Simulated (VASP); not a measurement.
Input of a VASP 6.6.1 run:

The input INCAR:

```
ALGO = Normal ; EDIFF = 1E-7
ENCUT = 520 ; GGA = PS
ISIF = 2 ; ISMEAR = 0
LASPH = True ; LCHARG = False
LREAL = False ; LWAVE = False
NBANDS = 10 ; NELM = 80
PREC = Accurate ; SIGMA = 0.05
```

Contents of KPOINTS:

```
k-points
0
Gamma
  10 10 10
```

Contents of POSCAR:

```
Cs
1.0
   -3.0250000000      3.0250000000      3.0250000000
    3.0250000000     -3.0250000000      3.0250000000
    3.0250000000      3.0250000000     -3.0250000000
Cs
1
Direct
    0.0000000000      0.0000000000      0.0000000000
```

Potentials or basis: VASP PAW PBE potentials, release 64 (Cs_sv).

Launch:

```bash
$ cat potpaw_PBE.64/Cs_sv/POTCAR > POTCAR
$ mpirun -np 1 vasp_std > vasp.out
```

(1) Estimate the band gap on the k mesh.

(2) Predict the pressure.

Answers

(1) zero (an odd number of electrons rules out a gap without spin polarisation).

(2) 0.0 GPa.

Caveat: the PAW data sets were made with another functional, which shifts forces and pressure a little; spin-orbit coupling is left out, which moves the levels of the heavy elements.
